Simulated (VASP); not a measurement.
## Ta3Cu: single point with PBE

The system is Ta3Cu.

```
CELL_PARAMETERS angstrom
0.00000 3.23063 3.23063
3.23063 0.00000 3.23063
3.23063 3.23063 0.00000
ATOMIC_POSITIONS crystal
Ta 0.75000 0.75000 0.75000
Ta 0.25000 0.25000 0.25000
Ta 0.00000 0.00000 0.00000
Cu 0.50000 0.50000 0.50000
```

The cell was built from a structure type or drawn by symmetry, and may not be a known phase.

- Program: VASP 6.6.1
- Task: single point
- Functional: PBE
- Potentials or basis: VASP PAW PBE potentials, release 64 (Ta_pv, Cu)
- Cutoff: 520 eV
- k mesh: 12 × 12 × 12
- Occupations: gaussian, width 0.1 eV
- Spin: no spin polarisation
- Dipole correction: no
- Further INCAR settings: ALGO = Fast; EDIFF = 1e-06; NBANDS = 30

```
Pressure               : 0.3 GPa
Band gap on the k mesh : zero (bands 22 and 23 overlap by 0.79 eV)
```

Levels at points of the mesh, in eV from the Fermi level:
```
           k point  band 20  band 21  band 22  band 23  band 24  band 25
(0.00, 0.00, 0.00)    -1.65    -0.41    -0.41    -0.41     3.90     3.90
(0.50, 0.00, 0.00)    -1.41    -1.41     0.11     0.11     1.08     1.33
(0.50, 0.50, 0.00)    -0.90    -0.90     0.15     0.15     1.36     1.36
```

Wall time 110 s on 1 thread of Intel(R) Xeon(R) 6975P-C (Granite Rapids), with other jobs on the host, peak memory 0.29 GiB.

Caveat: spin-orbit coupling is left out, which moves the levels of the heavy elements.
